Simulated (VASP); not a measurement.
A run of VASP 6.6.1:

The input INCAR:

```
  PREC = Accurate
  ENCUT = 520
  EDIFF = 1E-6
  ISMEAR = -1
  SIGMA = 0.05
  LREAL = Auto
  LASPH = True
  NELM = 150
  ALGO = Normal
  ISIF = 2
  LWAVE = False
  LCHARG = False
  ISPIN = 2
  MAGMOM = 0 0 0 0 0 0 0 0 0 0 0 0 0 0 0 0 0 0 1
  LORBIT = 11
  GGA = CA
  NBANDS = 56
```

Contents of KPOINTS:

```
Automatic mesh
0
Gamma
  2 2 1
```

POSCAR

```
LiC18
1.0
    7.3980000000      0.0000000000      0.0000000000
   -3.6990000000      6.4068560000      0.0000000000
    0.0000000000      0.0000000000     12.0000000000
C Li
18 1
Direct
    0.0075938526      0.0090746192      0.0854469908
    0.2298040770      0.1201809051      0.0854488360
    0.0070282040      0.3412902992      0.0844692403
    0.2303622118      0.4529588808      0.0844713463
    0.0070299354      0.6762921044      0.0844728305
    0.2303631818      0.7879590770      0.0844789961
    0.3414065153      0.0100463853      0.0855055819
    0.5631425861      0.1201784239      0.0854500430
    0.3414090063      0.3419185765      0.0854996380
    0.5631452176      0.4535229444      0.0854466229
    0.3420291061      0.6762925733      0.0844779466
    0.5641168242      0.7873365084      0.0855053384
    0.6742480266      0.0090728939      0.0854498700
    0.8959849549      0.1192024616      0.0855008410
    0.6732744220      0.3419153754      0.0855002445
    0.8953621520      0.4529580846      0.0844692186
    0.6742506147      0.6757326526      0.0854488649
    0.8959885415      0.7873380213      0.0855009368
    0.1186696702      0.5645972131      0.2199560138
```

Potentials or basis: VASP PAW LDA potentials, release 64 (C, Li_sv).

Launch:

```console
$ cat potpaw_LDA.64/C/POTCAR potpaw_LDA.64/Li_sv/POTCAR > POTCAR
$ mpirun -np 1 vasp_std > vasp.out
```

Hardware: 1 thread of Intel Xeon 8259CL, with other jobs on the host.

How long does it take, and how much memory?

Wall time 13 min on 1 thread of Intel Xeon 8259CL (shared host), peak memory 0.55 GiB. Counts: scf iterations 25, k points 3.
